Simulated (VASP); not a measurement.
# ZrS (I4/mmm) in VASP: notebook

Runs on ZrS. Level: PBEsol. Tasks: single point.

Program: VASP 6.6.1. These are calculated values, not measurements. Logs are shortened: lines on timing, memory, paths and dates and some standing lists are left out, and cuts for length are marked.

### Step 1. The cell of the first run

The structure is tetragonal, space group I4/mmm (No. 139). The conventional cell has a = 3.596 Å, b = 3.596 Å, c = 5.594 Å, α = 90.00°, β = 90.00°, γ = 90.00°. Within 3.4 Å of Zr (site symmetry 4/mmm) lie 6 S at 2.54 to 2.80 Å. S (site symmetry 4/mmm) has 6 Zr at 2.54 to 2.80 Å within 3.4 Å.

### Step 2. Single point, PBEsol

The input, INCAR:

```
PREC = Accurate ; ENCUT = 520
EDIFF = 1E-6 ; ISMEAR = 0
SIGMA = 0.15 ; LREAL = False
LASPH = True ; NELM = 100
ALGO = Normal ; ISIF = 2
LWAVE = False ; LCHARG = False
GGA = PS ; NBANDS = 16
```

The input, KPOINTS:

```
Automatic mesh
0
Gamma
  18 18 18
```

The input, POSCAR:

```
ZrS
1.0
    0.0000000000      2.5429144286      2.7972058715
    2.5429144286      0.0000000000      2.7972058715
    2.5429144286      2.5429144286      0.0000000000
Zr S
1 1
Direct
    0.0000000000      0.0000000000      0.0000000000
    0.5000000000      0.5000000000      0.5000000000
```

Potentials or basis: VASP PAW PBE potentials, release 64 (Zr_sv, S).

Launch:

```bash
cat potpaw_PBE.64/Zr_sv/POTCAR potpaw_PBE.64/S/POTCAR > POTCAR
mpirun -np 1 vasp_std > vasp.out
```

OUTCAR:

```text
PREC = Accurate
   ENCUT = 520
   EDIFF = 1E-6
   ISMEAR = 0
   LREAL = False
   LASPH = True
   NELM = 100
   ISIF = 2
   GGA = PS

 ion  position               nearest neighbor table
   1  0.000  0.000  0.000-   2 2.54   2 2.54   2 2.54   2 2.54   2 2.80   2 2.80
   2  0.500  0.500  0.500-   1 2.54   1 2.54   1 2.54   1 2.54   1 2.80   1 2.80

  LATTYP: Found a body centered tetragonal cell.
 ALAT       =     3.5962240729
 C/A-ratio  =     1.5556349186

  Lattice vectors:

 A1 = (  -2.5429144286,   0.0000000000,   2.7972058715)
 A2 = (   2.5429144286,   0.0000000000,   2.7972058715)
 A3 = (   0.0000000000,   2.5429144286,  -2.7972058715)

Analysis of symmetry for initial positions (statically):
=====================================================================
 Subroutine PRICEL returns:
 Original cell was already a primitive cell.

 Routine SETGRP: Setting up the symmetry group for a
 body centered tetragonal supercell.

 Subroutine GETGRP returns: Found 16 space group operations
 (whereof 16 operations were pure point group operations)
 out of a pool of 16 trial point group operations.

The static configuration has the point symmetry D_4h.

Analysis of symmetry for dynamics (positions and initial velocities):
=====================================================================
 Subroutine PRICEL returns:
 Original cell was already a primitive cell.

 Routine SETGRP: Setting up the symmetry group for a
 body centered tetragonal supercell.

 Subroutine GETGRP returns: Found 16 space group operations
 (whereof 16 operations were pure point group operations)
 out of a pool of 16 trial point group operations.

The dynamic configuration has the point symmetry D_4h.

 Subroutine INISYM returns: Found 16 space group operations
 (whereof 16 operations are pure point group operations),
 and found     1 'primitive' translations

----------------------------------------------------------------------------------------

                                     Primitive cell

  volume of cell :      36.1758

  direct lattice vectors                    reciprocal lattice vectors
     0.000000000  2.542914429  2.797205872    -0.196624784  0.196624784  0.178749804
     2.542914429  0.000000000  2.797205872     0.196624784 -0.196624784  0.178749804
     2.542914429  2.542914429  0.000000000     0.196624784  0.196624784 -0.178749804

  length of vectors
     3.780314071  3.780314071  3.596224073     0.330566338  0.330566338  0.330566338

[... 75 lines left out ...]
   LNONCOLLINEAR =      F non collinear calculations
   LSORBIT =      F    spin-orbit coupling
   LASPH  =      T    aspherical Exc in radial PAW
   ENCUT  =  520.0 eV  38.22 Ry    6.18 a.u.   7.03  7.03  6.69*2*pi/ulx,y,z
   NELM   =    100;   NELMIN=  2; NELMDL= -5     # of ELM steps
   EDIFF  = 0.1E-05   stopping-criterion for ELM
   LREAL  =      F    real-space projection
   EDIFFG = 0.1E-04   stopping-criterion for IOM
   NSW    =      0    number of steps for IOM
   IBRION =     -1    ionic relax: 0-MD 1-quasi-New 2-CG
   NFREE  =      0    steps in history (QN), initial steepest desc. (CG)
   ISIF   =      2    stress and relaxation
   ISYM   =      2    0-nonsym 1-usesym 2-fastsym
   POTIM  = 0.5000    time-step for ionic-motion
   TEBEG  =    0.0;   TEEND  =   0.0 temperature during run
   PSTRESS=    0.0 pullay stress
   NELECT =      18.0000    total number of electrons
   NUPDOWN=      -1.0000    fix difference up-down
   EMIN   =  10.00;   EMAX   =-10.00  energy-range for DOS
   EFERMI =   0.00;   METHOD = LEGACY
   ISMEAR =     0;   SIGMA  =   0.15  broadening in eV -4-tet -1-fermi 0-gaus
   EFERMI_NEDOS =   21; number of points for ismear=-14 and -15
   IALGO  =     38    algorithm
   IMIX   =      4    mixing-type and parameters
     AMIX     =   0.40;   BMIX     =  1.00
     AMIX_MAG =   1.60;   BMIX_MAG =  1.00
  volume/ion in A,a.u.               =      18.09       122.06
  Fermi-wavevector in a.u.,A,eV,Ry     =   1.297258  2.451462 22.896950  1.682878
  Thomas-Fermi vector in A             =   2.428662
   LORBIT       =      0    0 simple, 1 ext, 2 COOP (PROOUT), +10 PAW based schemes
   GGA     = PS    functional components
   LHFCALC =     F    Hartree Fock is set to
   AEXX    =    0.0000 exact exchange contribution
   IVDW    =     0    specifies the selected vdW correction
   LEPSILON=     F    determine dielectric tensor
   LRPA    =     F    only Hartree local field effects (RPA)
 non-spin polarized calculation
 Gauss-broadening in eV      SIGMA  =   0.15
  energy-cutoff  :      520.00
  volume of cell :       36.18
 maximum number of plane-waves:      1006
   NGX = 15   NGY = 15   NGZ = 13

 number of electron      18.0000000 magnetization

 Free energy of the ion-electron system (eV)
  ---------------------------------------------------
  ext. energy  EPLUGINS =         0.00000000
  ---------------------------------------------------
  free energy    TOTEN  =       -16.34610949 eV

  energy without entropy =      -16.33063205  energy(sigma->0) =      -16.33837077

 E-fermi :  10.5543     XC(G=0): -11.4461

 val. band max:       10.5528943655   @ k =   0.5000   0.1667   0.0556
 cond. band min:      10.5555488578   @ k =  -0.2222   0.4444   0.2222
 fundamental gap:      0.0026544923
 Fermi energy:        10.5543337846

 k-point     1 :       0.0000    0.0000    0.0000
  band No.  band energies     occupation
      1     -39.2695      2.00000
      2     -17.2894      2.00000
      3     -17.2894      2.00000
      4     -17.2470      2.00000
      5      -5.2521      2.00000
      6       6.9541      2.00000
[... 433 lines left out ...]
      3     -17.2868      2.00000
      4     -17.2798      2.00000
      5      -4.4936      2.00000
      6       4.3540      2.00000
[... 8 lines left out ...]
     15      18.3910      0.00000
     16      19.9688      0.00000

 [... further k-points ...]
[... 5 lines left out ...]
  --------------------------------------------------------------------------------------
  -------------------------------------------------------------------------------------
  Total        0.6523901      0.6523901     -3.4621600      0.0000000     -0.0000000     -0.0000000
  in kB       28.8934912     28.8934912   -153.3344727      0.0000000     -0.0000000     -0.0000000
  external PRESSURE =     -31.8491635 kB  Pullay stress =       0.0000000 kB

 VOLUME and BASIS-vectors are now :
 -----------------------------------------------------------------------------
  energy-cutoff  :      520.00
  volume of cell :       36.18
      direct lattice vectors                 reciprocal lattice vectors
     0.000000000  2.542914429  2.797205872    -0.196624784  0.196624784  0.178749804
     2.542914429  0.000000000  2.797205872     0.196624784 -0.196624784  0.178749804
     2.542914429  2.542914429  0.000000000     0.196624784  0.196624784 -0.178749804

 POSITION                                       TOTAL-FORCE (eV/Angst)
 -----------------------------------------------------------------------------------
      0.00000      0.00000      0.00000        -0.000000      0.000000      0.000000
      2.54291      2.54291      2.79721         0.000000     -0.000000     -0.000000
 -----------------------------------------------------------------------------------
    total drift:                                0.000000      0.000000      0.000000

  FREE ENERGIE OF THE ION-ELECTRON SYSTEM (eV)
  ---------------------------------------------------
  free  energy   TOTEN  =       -16.3461094875 eV

  energy  without entropy=      -16.3306320541  energy(sigma->0) =      -16.33837077
```

Run time: 1.7 min. Hardware: 1 thread of Intel Xeon 6975P-C (Granite Rapids), shared host; peak memory 0.37 GiB.

What came out:

| Property | Result |
| --- | --- |
| Free energy | -16.3461 eV |
| Pressure | -3.2 GPa |
| Band gap on the k mesh | zero (bands 9 and 10 overlap by 2.56 eV) |

Levels at points of the mesh, in eV from the Fermi level:
```csv
k point,band 6,band 7,band 8,band 9,band 10,band 11,band 12,band 13
"(0.00, 0.00, 0.00)",-3.60,-3.40,-3.40,-1.97,-1.16,-0.97,-0.97,-0.49
"(0.50, 0.00, 0.00)",-8.01,-6.02,-5.95,1.41,1.69,1.84,1.94,4.67
"(0.50, 0.50, 0.00)",-6.53,-4.13,-4.13,-3.50,0.28,2.37,2.37,2.87
"(0.50, 0.00, 0.50)",-6.00,-4.53,-4.51,-3.37,0.59,1.91,2.72,2.89
```

Caveat: the stress differs along the axes, from -15 to 3 GPa; the PAW data sets were made with another functional, which shifts forces and pressure a little.

### Step 3. Single point, PBEsol

This run uses another cell than the first one, of the same volume but with other edges.

The input, INCAR:

```
ALGO = Normal ; EDIFF = 1E-6
ENCUT = 520 ; GGA = PS
ISIF = 2 ; ISMEAR = 0
LASPH = True ; LCHARG = False
LREAL = False ; LWAVE = False
NBANDS = 16 ; NELM = 80
PREC = Accurate ; SIGMA = 0.15
```

The input, KPOINTS:

```
k-points
0
Gamma
  18 18 18
```

The input, POSCAR:

```
ZrS
1.0
    0.0000000000      3.0303411423      1.9697217425
    3.0303411423      0.0000000000      1.9697217425
    3.0303411423      3.0303411423      0.0000000000
Zr S
1 1
Direct
    0.0000000000      0.0000000000      0.0000000000
    0.5000000000      0.5000000000      0.5000000000
```

Potentials or basis: VASP PAW PBE potentials, release 64 (Zr_sv, S).

Launch:

```bash
cat potpaw_PBE.64/Zr_sv/POTCAR potpaw_PBE.64/S/POTCAR > POTCAR
mpirun -np 1 vasp_std > vasp.out
```

It took 97 s on 1 thread of Intel Xeon 6975P-C (Granite Rapids), shared host; peak memory 0.38 GiB.

Results (log left out):

| Quantity | Value |
| --- | --- |
| Free energy | -9.9316 eV |
| Pressure | 68.1 GPa |
| Band gap on the k mesh | zero (bands 9 and 10 overlap by 3.50 eV) |

Stress tensor (GPa, compression positive):
```
-16.65   0.00   0.00
  0.00 -16.65   0.00
  0.00   0.00 237.67
```

Levels at points of the mesh, in eV from the Fermi level:
| k point | band 5 | band 6 | band 7 | band 8 | band 9 | band 10 | band 11 | band 12 | band 13 | band 14 |
| --- | --- | --- | --- | --- | --- | --- | --- | --- | --- | --- |
| (0.00, 0.00, 0.00) | -15.89 | -3.68 | -3.68 | -3.48 | -2.03 | -2.03 | -1.38 | 0.48 | 2.12 | 8.06 |
| (0.50, 0.00, 0.00) | -12.23 | -7.82 | -7.02 | -6.69 | 1.19 | 2.02 | 2.57 | 3.47 | 4.59 | 5.99 |
| (0.50, 0.50, 0.00) | -15.36 | -5.14 | -5.14 | -3.06 | -1.12 | 0.61 | 0.61 | 2.92 | 4.74 | 5.59 |
| (0.50, 0.00, 0.50) | -15.49 | -6.32 | -3.78 | -2.82 | -1.46 | -0.12 | 0.98 | 1.67 | 3.98 | 6.30 |

Caveat: the stress differs along the axes, from -17 to 238 GPa; the PAW data sets were made with another functional, which shifts forces and pressure a little.
